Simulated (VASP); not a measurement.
KF (zincblende type): electric field gradients with PBE

The system is KF (zincblende type).

```
K F
1.0
     0.00000    3.01395    3.01395
     3.01395    0.00000    3.01395
     3.01395    3.01395    0.00000
K F
1 1
Direct
  0.00000 0.00000 0.00000
  0.25000 0.25000 0.25000
```

* Program: VASP 6.6.1
* Task: electric field gradients
* Functional: PBE
* Potentials or basis: VASP PAW PBE potentials, release 64 (K_sv, F)
* Cutoff: 520 eV
* k mesh: 11 × 11 × 11
* Occupations: fermi-dirac, width 0.05 eV
* Spin: no spin polarisation
* Dipole correction: no
* Further INCAR settings: ALGO = Normal; EDIFF = 1e-08; NBANDS = 15

| Property | Result |
| --- | --- |
| Pressure | -0.7 GPa |
| Band gap on the k mesh | 4.95 eV (least direct gap 5.10 eV) |
| Largest electric field gradient by atom | zero within the noise of the run |

Levels at points of the mesh, in eV from the valence-band top:
```tsv
k point	band 6	band 7	band 8	band 9	band 10	band 11
(0.00, 0.00, 0.00)	-0.15	-0.15	-0.15	4.95	11.45	11.45
```

Run time: 37 s on 1 thread of Intel(R) Xeon(R) Platinum 8488C (Sapphire Rapids) (shared host), peak memory 0.2 GiB.

Caveat: an odd mesh through Γ misses points on the zone boundary, where band edges can lie.
